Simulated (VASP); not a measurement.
Write the native input for VASP 6.6.1 that does the following.

* Task: single point
* Functional: PBE
* Potentials or basis: VASP PAW PBE potentials, release 64 (Sn_d, Se)
* Cutoff: 520 eV
* k mesh: 6 × 6 × 3
* Occupations: fermi-dirac, width 0.05 eV
* Spin: no spin polarisation
* Dipole correction: no
* Further INCAR settings: ALGO = Normal; EDIFF = 1e-06; NBANDS = 28

The structure of SnSe lies in POSCAR:

```
SnSe
1.0
    4.1978472110      0.0000000000      0.0000000000
    0.0000000000      4.1978472110      0.0000000000
    0.0000000000      0.0000000000     10.7663293357
Sn Se
2 2
Direct
    0.0000000000      0.5000000000      0.6277708900
    0.5000000000      0.0000000000      0.3722291100
    0.0000000000      0.5000000000      0.3839605100
    0.5000000000      0.0000000000      0.6160394900
```

One way to write it, as run:

INCAR

```
SYSTEM = SnSe
  PREC = Accurate
  ENCUT = 520
  EDIFF = 1E-6
  ISMEAR = -1
  SIGMA = 0.05
  LREAL = .False.
  LASPH = .True.
  NELM = 80
  ALGO = Normal
  ISIF = 2
  LWAVE = .False.
  LCHARG = .False.
  GGA = PE
  NBANDS = 28
```

KPOINTS

```
regular mesh
0
Gamma
  6 6 3
  0 0 0
```

Potentials or basis: VASP PAW PBE potentials, release 64 (Sn_d, Se).

Run with:

```bash
$ cat potpaw_PBE.64/Sn_d/POTCAR potpaw_PBE.64/Se/POTCAR > POTCAR
$ mpirun -np 1 vasp_std > vasp.out
```

It gave:

```yaml
Largest_force: 0.648 eV/Å
Band_gap_on_the_k_mesh: 1.40 eV (least direct gap 1.44 eV)
```

Caveat: spin-orbit coupling is left out, which moves the levels of the heavy elements.

Wall time 2.3 min on 1 thread of Intel Xeon 8259CL (shared host), peak memory 0.32 GiB.
